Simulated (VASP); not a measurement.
Input of a VASP 6.6.1 run:

INCAR

```
  PREC = Accurate
  ENCUT = 520
  EDIFF = 1E-6
  ISMEAR = 0
  SIGMA = 0.2
  LREAL = False
  LASPH = True
  NELM = 60
  ALGO = Fast
  ISIF = 2
  LWAVE = False
  LCHARG = True
  GGA = PE
  LELF = True
  LVHAR = True
  NBANDS = 58
```

File KPOINTS:

```
regular mesh
0
Gamma
  6 4 4
```

POSCAR

```
Lu
1.0
    0.0000000000      2.4359809000      2.4359809000
    4.8719618000      2.4359809000     -2.4359809000
   -4.8719618000      2.4359809000     -2.4359809000
Lu
4
Direct
    0.0000000000      0.0000000000      0.0000000000
    0.5000000000      0.5000000000      1.0000000000
    0.5000000000      0.0000000000      0.5000000000
    0.0000000000      0.5000000000      0.5000000000
```

Potentials or basis: VASP PAW PBE potentials, release 64 (Lu).

Launch:

```bash
$ cat potpaw_PBE.64/Lu/POTCAR > POTCAR
$ mpirun -np 1 vasp_std > vasp.out
```

Question: Estimate the pressure.

Answer: -0.2 GPa.

Question: What does it give for the band gap on the k mesh?

Answer: Zero (bands 50 and 51 overlap by 0.91 eV).

Caveat: spin-orbit coupling is left out, which moves the levels of the heavy elements.
